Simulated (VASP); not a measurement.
# SrO (I4/mmm) in VASP: a series of runs

The runs below take SrO through single point, with PBE.

Everything below comes from runs of VASP 6.6.1. Logs are shortened: lines on timing, memory, paths and dates and some standing lists are left out, and cuts for length are marked.

### Step 1. The cell of the first run

The structure is tetragonal, space group I4/mmm (No. 139). Conventional cell: a = 3.580 Å, b = 3.580 Å, c = 4.985 Å, α = 90.00°, β = 90.00°, γ = 90.00°. Sr (site symmetry 4/mmm) has 6 O at 2.49 to 2.53 Å within 3.3 Å. O (site symmetry 4/mmm) has 6 Sr at 2.49 to 2.53 Å within 3.3 Å.

### Step 2. Single point, PBE (strain -0.015 along x and y, -0.030 along z)

Input file INCAR:

```
ALGO     = Normal         # electronic algorithm
EDIFF    = 1E-6           # SCF threshold, eV
ENCUT    = 520            # plane-wave cutoff, eV
GGA      = PE             # functional
ISIF     = 2              # what is computed and relaxed
ISMEAR   = 0              # smearing method
LASPH    = True           # aspherical terms in the spheres
LCHARG   = True           # write CHGCAR
LELF     = True           # ELF
LREAL    = False          # projectors in reciprocal space
LVHAR    = True         
LWAVE    = False          # write WAVECAR
NBANDS   = 15             # bands
NELM     = 60             # most SCF steps
PREC     = Accurate       # precision mode
SIGMA    = 0.05           # smearing width, eV
```

Input file KPOINTS:

```
k-points
0
Gamma
  8 8 8
```

Input file POSCAR:

```
SrO
1.0
    0.0000000000      2.5312530000      2.4927060000
    2.5312530000      0.0000000000      2.4927060000
    2.5312530000      2.5312530000      0.0000000000
Sr O
1 1
Direct
    0.0000000000      0.0000000000      0.0000000000
    0.5000000000      0.5000000000      0.5000000000
```

Potentials or basis: VASP PAW PBE potentials, release 64 (Sr_sv, O).

On the command line:

```
cat potpaw_PBE.64/Sr_sv/POTCAR potpaw_PBE.64/O/POTCAR > POTCAR
mpirun -np 1 vasp_std > vasp.out
```

OUTCAR:

```text
EDIFF = 1E-6
   ENCUT = 520
   GGA = PE
   ISIF = 2
   ISMEAR = 0
   LASPH = True
   LREAL = False
   NELM = 60
   PREC = Accurate

 ion  position               nearest neighbor table
   1  0.000  0.000  0.000-   2 2.49   2 2.49   2 2.53   2 2.53   2 2.53   2 2.53
   2  0.500  0.500  0.500-   1 2.49   1 2.49   1 2.53   1 2.53   1 2.53   1 2.53

  LATTYP: Found a body centered tetragonal cell.
 ALAT       =     3.5797323224
 C/A-ratio  =     1.3926773152

  Lattice vectors:

 A1 = (   0.0000000000,  -2.5312530000,  -2.4927060000)
 A2 = (   0.0000000000,   2.5312530000,  -2.4927060000)
 A3 = (   2.5312530000,   0.0000000000,   2.4927060000)

Analysis of symmetry for initial positions (statically):
=====================================================================
 Subroutine PRICEL returns:
 Original cell was already a primitive cell.

 Routine SETGRP: Setting up the symmetry group for a
 body centered tetragonal supercell.

 Subroutine GETGRP returns: Found 16 space group operations
 (whereof 16 operations were pure point group operations)
 out of a pool of 16 trial point group operations.

The static configuration has the point symmetry D_4h.

Analysis of symmetry for dynamics (positions and initial velocities):
=====================================================================
 Subroutine PRICEL returns:
 Original cell was already a primitive cell.

 Routine SETGRP: Setting up the symmetry group for a
 body centered tetragonal supercell.

 Subroutine GETGRP returns: Found 16 space group operations
 (whereof 16 operations were pure point group operations)
 out of a pool of 16 trial point group operations.

The dynamic configuration has the point symmetry D_4h.

 Subroutine INISYM returns: Found 16 space group operations
 (whereof 16 operations are pure point group operations),
 and found     1 'primitive' translations

----------------------------------------------------------------------------------------

                                     Primitive cell

  volume of cell :      31.9427

  direct lattice vectors                    reciprocal lattice vectors
     0.000000000  2.531253000  2.492706000    -0.197530630  0.197530630  0.200585227
     2.531253000  0.000000000  2.492706000     0.197530630 -0.197530630  0.200585227
     2.531253000  2.531253000  0.000000000     0.197530630  0.197530630 -0.200585227

  length of vectors
     3.552580042  3.552580042  3.579732322     0.343905704  0.343905704  0.343905704

  position of ions in fractional coordinates (direct lattice)
     0.000000000  0.000000000  0.000000000
     0.500000000  0.500000000  0.500000000

  ion indices of the primitive-cell ions
   primitive index   ion index
                 1           1
                 2           2

----------------------------------------------------------------------------------------

 KPOINTS: k-points

Automatic generation of k-mesh.
 Grid dimensions read from file:
 generate k-points for:    8    8    8

 Generating k-lattice:

  Cartesian coordinates                     Fractional coordinates (reciprocal lattice)
    -0.024691329  0.024691329  0.025073153     0.125000000 -0.000000000  0.000000000
     0.024691329 -0.024691329  0.025073153    -0.000000000  0.125000000  0.000000000
     0.024691329  0.024691329 -0.025073153     0.000000000  0.000000000  0.125000000

  Length of vectors
     0.042988213  0.042988213  0.042988213

  Shift w.r.t. Gamma in fractional coordinates (k-lattice)
     0.000000000  0.000000000  0.000000000

 Subroutine IBZKPT returns following result:
 ===========================================

 Found     59 irreducible k-points:

 Following reciprocal coordinates:
            Coordinates               Weight
  0.000000  0.000000  0.000000      1.000000
  0.125000  0.000000  0.000000      8.000000
  0.250000  0.000000  0.000000      8.000000
  0.375000  0.000000  0.000000      8.000000
  0.500000  0.000000  0.000000      4.000000
  0.125000  0.125000  0.000000      2.000000
[... 16 lines left out ...]
  0.250000  0.000000  0.125000     16.000000
  0.375000 -0.000000  0.125000     16.000000
 [... further k-points ...]
   k-points           NKPTS =     59   k-points in BZ     NKDIM =     59   number of bands    NBANDS=     15
   number of dos      NEDOS =    301   number of ions     NIONS =      2
   total plane-waves  NPLWV =  21952
   dimension x,y,z NGX =    28 NGY =   28 NGZ =   28
   dimension x,y,z NGXF=    56 NGYF=   56 NGZF=   56
   ions per type =               1   1
   NGX,Y,Z   is equivalent  to a cutoff of  13.10, 13.10, 13.00 a.u.
   NGXF,Y,Z  is equivalent  to a cutoff of  26.21, 26.21, 26.01 a.u.
 SYSTEM =  unknown system
   PREC   = accura    normal or accurate (medium, high low for compatibility)
   ISTART =      0    job   : 0-new  1-cont  2-samecut
   ICHARG =      2    charge: 1-file 2-atom 10-const
   ISPIN  =      1    spin polarized calculation?
   LNONCOLLINEAR =      F non collinear calculations
   LSORBIT =      F    spin-orbit coupling
   LASPH  =      T    aspherical Exc in radial PAW
   ENCUT  =  520.0 eV  38.22 Ry    6.18 a.u.   6.61  6.61  6.66*2*pi/ulx,y,z
   NELM   =     60;   NELMIN=  2; NELMDL= -5     # of ELM steps
   EDIFF  = 0.1E-05   stopping-criterion for ELM
   LREAL  =      F    real-space projection
   EDIFFG = 0.1E-04   stopping-criterion for IOM
   NSW    =      0    number of steps for IOM
   IBRION =     -1    ionic relax: 0-MD 1-quasi-New 2-CG
   NFREE  =      0    steps in history (QN), initial steepest desc. (CG)
   ISIF   =      2    stress and relaxation
   ISYM   =      2    0-nonsym 1-usesym 2-fastsym
   POTIM  = 0.5000    time-step for ionic-motion
   TEBEG  =    0.0;   TEEND  =   0.0 temperature during run
   PSTRESS=    0.0 pullay stress
   NELECT =      16.0000    total number of electrons
   NUPDOWN=      -1.0000    fix difference up-down
   EMIN   =  10.00;   EMAX   =-10.00  energy-range for DOS
   EFERMI =   0.00;   METHOD = LEGACY
   ISMEAR =     0;   SIGMA  =   0.05  broadening in eV -4-tet -1-fermi 0-gaus
   EFERMI_NEDOS =   21; number of points for ismear=-14 and -15
   IALGO  =     38    algorithm
   IMIX   =      4    mixing-type and parameters
     AMIX     =   0.40;   BMIX     =  1.00
     AMIX_MAG =   1.60;   BMIX_MAG =  1.00
  volume/ion in A,a.u.               =      15.97       107.78
  Fermi-wavevector in a.u.,A,eV,Ry     =   1.300142  2.456912 22.998868  1.690369
  Thomas-Fermi vector in A             =   2.431360
   LORBIT       =      0    0 simple, 1 ext, 2 COOP (PROOUT), +10 PAW based schemes
   GGA     = PE    functional components
   LHFCALC =     F    Hartree Fock is set to
   AEXX    =    0.0000 exact exchange contribution
   IVDW    =     0    specifies the selected vdW correction
   LEPSILON=     F    determine dielectric tensor
   LRPA    =     F    only Hartree local field effects (RPA)
 non-spin polarized calculation
 Gauss-broadening in eV      SIGMA  =   0.05
  energy-cutoff  :      520.00
  volume of cell :       31.94
 maximum number of plane-waves:       889
 NGX is ok and might be reduce to    28
   NGX = 13   NGY = 13   NGZ = 13

 number of electron      15.9999997 magnetization

 Free energy of the ion-electron system (eV)
  ---------------------------------------------------
  ext. energy  EPLUGINS =         0.00000000
  ---------------------------------------------------
  free energy    TOTEN  =       -11.95099053 eV

  energy without entropy =      -11.95099053  energy(sigma->0) =      -11.95099053

 E-fermi :   2.3506     XC(G=0): -10.3234

 val. band max:        2.0160193181   @ k =   0.0000   0.0000   0.0000
 cond. band min:       5.1488497860   @ k =   0.5000   0.5000   0.0000
 fundamental gap:      3.1328304679
 Fermi energy:         2.3505880530

 k-point     1 :       0.0000    0.0000    0.0000
  band No.  band energies     occupation
      1     -30.2131      2.00000
      2     -13.2005      2.00000
      3     -11.7797      2.00000
      4     -11.7797      2.00000
      5     -11.7739      2.00000
      6       1.9461      2.00000
      7       1.9461      2.00000
      8       2.0160      2.00000
      9       6.4068      0.00000
     10       8.2713      0.00000
     11       8.2713      0.00000
     12       8.3942      0.00000
     13      10.5127      0.00000
     14      10.7424      0.00000
     15      14.9858      0.00000

 k-point     2 :       0.1250    0.0000    0.0000
  band No.  band energies     occupation
      1     -30.1870      2.00000
      2     -13.5734      2.00000
      3     -11.7961      2.00000
      4     -11.7879      2.00000
      5     -11.4661      2.00000
      6       1.4986      2.00000
      7       1.7282      2.00000
      8       1.7696      2.00000
      9       7.1241      0.00000
     10       8.1592      0.00000
     11       8.6053      0.00000
     12       8.6783      0.00000
     13      10.9607      0.00000
     14      11.1995      0.00000
     15      16.0488      0.00000

 k-point     3 :       0.2500    0.0000    0.0000
  band No.  band energies     occupation
      1     -30.1231      2.00000
      2     -14.1952      2.00000
      3     -11.8350      2.00000
      4     -11.8159      2.00000
      5     -10.9929      2.00000
      6       0.6309      2.00000
      7       1.2618      2.00000
      8       1.2830      2.00000
      9       8.1402      0.00000
     10       8.6984      0.00000
     11       9.5125      0.00000
     12       9.5544      0.00000
     13      12.0769      0.00000
     14      12.3284      0.00000
     15      18.2151      0.00000
[... 343 lines left out ...]
 k-point    23 :       0.2500    0.0000    0.1250
  band No.  band energies     occupation
      1     -30.1286      2.00000
      2     -13.9990      2.00000
      3     -11.9007      2.00000
      4     -11.8786      2.00000
      5     -11.1525      2.00000
      6       0.6308      2.00000
      7       1.5629      2.00000
      8       1.6853      2.00000
      9       7.2973      0.00000
     10       8.2515      0.00000
     11       9.7642      0.00000
     12       9.9216      0.00000
     13      11.5615      0.00000
     14      12.3800      0.00000
     15      18.1600      0.00000

 k-point    24 :       0.3750   -0.0000    0.1250
  band No.  band energies     occupation
      1     -30.0641      2.00000
      2     -14.4475      2.00000
      3     -11.9415      2.00000
      4     -11.9262      2.00000
      5     -10.9027      2.00000
      6       0.2467      2.00000
      7       1.0389      2.00000
      8       1.2399      2.00000
      9       7.7288      0.00000
     10       9.4997      0.00000
     11      10.8115      0.00000
     12      10.9440      0.00000
     13      12.9063      0.00000
     14      13.4112      0.00000
     15      18.4568      0.00000

 [... further k-points ...]

------------------------ aborting loop because EDIFF is reached ----------------------------------------

  FORCE on cell =-STRESS in cart. coord.  units (eV):
  Direction    XX          YY          ZZ          XY          YZ          ZX
  --------------------------------------------------------------------------------------
  -------------------------------------------------------------------------------------
  Total        1.8896803      1.8896803      2.5090966      0.0000000      0.0000000      0.0000000
  in kB       94.7821921     94.7821921    125.8507479      0.0000000      0.0000000      0.0000000
  external PRESSURE =     105.1383773 kB  Pullay stress =       0.0000000 kB

 VOLUME and BASIS-vectors are now :
 -----------------------------------------------------------------------------
  energy-cutoff  :      520.00
  volume of cell :       31.94
      direct lattice vectors                 reciprocal lattice vectors
     0.000000000  2.531253000  2.492706000    -0.197530630  0.197530630  0.200585227
     2.531253000  0.000000000  2.492706000     0.197530630 -0.197530630  0.200585227
     2.531253000  2.531253000  0.000000000     0.197530630  0.197530630 -0.200585227

 POSITION                                       TOTAL-FORCE (eV/Angst)
 -----------------------------------------------------------------------------------
      0.00000      0.00000      0.00000         0.000000     -0.000000      0.000000
      2.53125      2.53125      2.49271        -0.000000      0.000000     -0.000000
 -----------------------------------------------------------------------------------
    total drift:                                0.000000      0.000000      0.000000

  FREE ENERGIE OF THE ION-ELECTRON SYSTEM (eV)
  ---------------------------------------------------
  free  energy   TOTEN  =       -11.9509905265 eV

  energy  without entropy=      -11.9509905265  energy(sigma->0) =      -11.95099053
```

Wall time 13 s (1 thread of Intel Xeon 6975P-C (Granite Rapids), shared host); peak memory 0.17 GiB.

Results:

```yaml
Free_energy: -11.9510 eV
Pressure: 10.5 GPa
Band_gap_on_the_k_mesh: 3.13 eV, indirect (least direct gap 3.22 eV)
```

Stress tensor (GPa, compression positive):
```
 9.48  0.00  0.00
 0.00  9.48  0.00
 0.00  0.00 12.59
```

Levels at points of the mesh, in eV from the valence-band top:
| k point | band 4 | band 5 | band 6 | band 7 | band 8 | band 9 | band 10 | band 11 | band 12 | band 13 |
| --- | --- | --- | --- | --- | --- | --- | --- | --- | --- | --- |
| (0.00, 0.00, 0.00) | -13.80 | -13.79 | -0.07 | -0.07 | 0.00 | 4.39 | 6.26 | 6.26 | 6.38 | 8.50 |
| (0.50, 0.00, 0.00) | -13.87 | -12.57 | -2.34 | -1.31 | -1.31 | 6.78 | 8.92 | 9.15 | 9.17 | 12.39 |
| (0.50, 0.50, 0.00) | -14.26 | -14.26 | -0.29 | -0.11 | -0.11 | 3.13 | 8.25 | 10.53 | 10.94 | 11.56 |
| (0.50, 0.00, 0.50) | -14.24 | -14.21 | -0.40 | -0.12 | -0.03 | 3.19 | 8.23 | 10.55 | 10.89 | 11.45 |

Caveat: the cell differs from its parent crystal (strain -0.015 along x and y, -0.030 along z).

### Step 3. Single point, PBE (strain -0.030 along x and y, +0.030 along z)

Input file INCAR:

```
PREC = Accurate
ENCUT = 520
EDIFF = 1E-6
ISMEAR = 0
SIGMA = 0.05
LREAL = False
LASPH = True
NELM = 60
ALGO = Normal
ISIF = 2
LWAVE = False
LCHARG = True
GGA = PE
LELF = True
LVHAR = True
NBANDS = 15
```

Input file KPOINTS:

```
Automatic mesh
0
Gamma
  8 8 8
```

Input file POSCAR:

```
SrO
1.0
    0.0000000000      2.4927060000      2.6468940000
    2.4927060000      0.0000000000      2.6468940000
    2.4927060000      2.4927060000      0.0000000000
Sr O
1 1
Direct
    0.0000000000      0.0000000000      0.0000000000
    0.5000000000      0.5000000000      0.5000000000
```

Potentials or basis: VASP PAW PBE potentials, release 64 (Sr_sv, O).

On the command line:

```
cat potpaw_PBE.64/Sr_sv/POTCAR potpaw_PBE.64/O/POTCAR > POTCAR
mpirun -np 1 vasp_std > vasp.out
```

Run time: 13 s. Hardware: 1 thread of Intel Xeon 6975P-C (Granite Rapids), shared host; peak memory 0.17 GiB.

The run converged. Its results:

```
Free energy            : -11.9662 eV
Pressure               : 7.7 GPa
Band gap on the k mesh : 3.11 eV, indirect (least direct gap 3.15 eV)
```

Stress tensor (GPa, compression positive):
```
10.85  0.00  0.00
 0.00 10.85  0.00
 0.00  0.00  1.42
```

Levels at points of the mesh, in eV from the valence-band top:
| k point | band 5 | band 6 | band 7 | band 8 | band 9 | band 10 | band 11 | band 12 |
| --- | --- | --- | --- | --- | --- | --- | --- | --- |
| (0.00, 0.00, 0.00) | -13.93 | -0.22 | 0.00 | 0.00 | 4.04 | 5.91 | 6.39 | 6.39 |
| (0.50, 0.00, 0.00) | -12.68 | -2.31 | -1.30 | -1.30 | 6.60 | 8.61 | 8.95 | 9.03 |
| (0.50, 0.50, 0.00) | -14.27 | -0.69 | -0.06 | -0.06 | 3.31 | 8.01 | 10.37 | 10.42 |
| (0.50, 0.00, 0.50) | -14.35 | -0.31 | -0.31 | -0.03 | 3.11 | 7.93 | 10.38 | 10.64 |

Caveat: the cell differs from its parent crystal (strain -0.030 along x and y, +0.030 along z). A k mesh can miss the band edges.

### Step 4. Single point, PBE (strain +0.000 along x and y, -0.030 along z)

Input file INCAR:

```
  PREC = Accurate
  ENCUT = 520
  EDIFF = 1E-6
  ISMEAR = 0
  SIGMA = 0.05
  LREAL = False
  LASPH = True
  NELM = 80
  ALGO = Normal
  ISIF = 2
  LWAVE = False
  LCHARG = False
  GGA = PE
  NBANDS = 15
```

Input file KPOINTS:

```
regular mesh
0
Gamma
  8 8 8
```

Input file POSCAR:

```
SrO
1.0
    0.0000000000      2.5698000000      2.4927060000
    2.5698000000      0.0000000000      2.4927060000
    2.5698000000      2.5698000000      0.0000000000
Sr O
1 1
Direct
    0.0000000000      0.0000000000      0.0000000000
    0.5000000000      0.5000000000      0.5000000000
```

On the command line:

```
cat potpaw_PBE.64/Sr_sv/POTCAR potpaw_PBE.64/O/POTCAR > POTCAR
mpirun -np 1 vasp_std > vasp.out
```

It took 13 s on 1 thread of Intel Xeon 6975P-C (Granite Rapids), shared host; peak memory 0.17 GiB.

Results (log left out):

```yaml
Free_energy: -11.9961 eV
Pressure: 7.0 GPa
Band_gap_on_the_k_mesh: 3.08 eV, indirect (least direct gap 3.25 eV)
```

Stress tensor (GPa, compression positive):
```
 5.19  0.00  0.00
 0.00  5.19  0.00
 0.00  0.00 10.62
```

Levels at points of the mesh, in eV from the valence-band top:
```tsv
k point	band 4	band 5	band 6	band 7	band 8	band 9	band 10	band 11	band 12	band 13
(0.00, 0.00, 0.00)	-13.97	-13.96	-0.13	-0.13	0.00	4.10	6.12	6.12	6.35	8.22
(0.50, 0.00, 0.00)	-14.03	-12.75	-2.32	-1.30	-1.29	6.60	8.62	8.93	8.98	11.98
(0.50, 0.50, 0.00)	-14.41	-14.41	-0.32	-0.20	-0.20	3.08	7.98	10.29	10.66	11.27
(0.50, 0.00, 0.50)	-14.38	-14.33	-0.53	-0.21	-0.05	3.20	7.94	10.33	10.54	11.07
```

Caveat: the cell differs from its parent crystal (strain +0.000 along x and y, -0.030 along z). A k mesh can miss the band edges.

### Step 5. Single point, PBE (strain -0.030 along x and y, +0.015 along z)

Input file INCAR:

```
SYSTEM = SrO
ALGO = Normal
EDIFF = 1E-7
ENCUT = 520
GGA = PE
ISIF = 2
ISMEAR = 0
LASPH = .TRUE.
LCHARG = .FALSE.
LREAL = .FALSE.
LWAVE = .FALSE.
NBANDS = 15
NELM = 100
PREC = Accurate
SIGMA = 0.05
```

Input file KPOINTS:

```
k-points
0
G
  8 8 8
  0 0 0
```

Input file POSCAR:

```
SrO
1.0
    0.0000000000      2.4927060000      2.6083470000
    2.4927060000      0.0000000000      2.6083470000
    2.4927060000      2.4927060000      0.0000000000
Sr O
1 1
Direct
    0.0000000000      0.0000000000      0.0000000000
    0.5000000000      0.5000000000      0.5000000000
```

On the command line:

```
cat potpaw_PBE.64/Sr_sv/POTCAR potpaw_PBE.64/O/POTCAR > POTCAR
mpirun -np 1 vasp_std > vasp.out
```

It took 13 s on 1 thread of Intel Xeon 6975P-C (Granite Rapids), shared host; peak memory 0.17 GiB.

It converged, with:

```
Free energy            : -11.9581 eV
Pressure               : 9.1 GPa
Band gap on the k mesh : 3.13 eV, indirect (least direct gap 3.15 eV)
```

Stress tensor (GPa, compression positive):
```
11.72  0.00  0.00
 0.00 11.72  0.00
 0.00  0.00  3.89
```

Levels at points of the mesh, in eV from the valence-band top:
```tsv
k point	band 6	band 7	band 8	band 9	band 10	band 11
(0.00, 0.00, 0.00)	-0.18	0.00	0.00	4.21	6.02	6.38
(0.50, 0.00, 0.00)	-2.33	-1.31	-1.31	6.69	8.76	9.05
(0.50, 0.50, 0.00)	-0.60	-0.05	-0.05	3.28	8.12	10.47
(0.50, 0.00, 0.50)	-0.30	-0.25	-0.03	3.13	8.08	10.46
```

Caveat: the cell differs from its parent crystal (strain -0.030 along x and y, +0.015 along z).

### Step 6. Summary

```tsv
cell	gap on the mesh (eV)	pressure (GPa)
a = 3.553, b = 3.553, c = 3.580 Å, angles 59.7, 59.7, 60.5°, 2 atoms	3.13	10.5
a = 3.636, b = 3.636, c = 3.525 Å, angles 61.0, 61.0, 58.0°, 2 atoms	3.11	7.7
a = 3.580, b = 3.580, c = 3.634 Å, angles 59.5, 59.5, 61.0°, 2 atoms	3.08	7.0
a = 3.608, b = 3.608, c = 3.525 Å, angles 60.8, 60.8, 58.5°, 2 atoms	3.13	9.1
```

Alike in all rows: task single point; level PBE; potentials or basis VASP PAW PBE potentials, release 64 (Sr_sv, O); no spin polarisation; k mesh 8 × 8 × 8; cutoff (eV) 520; smearing gaussian 0.05 eV.

Total energies depend on the potentials used, so only differences within one code and one set of settings carry meaning.
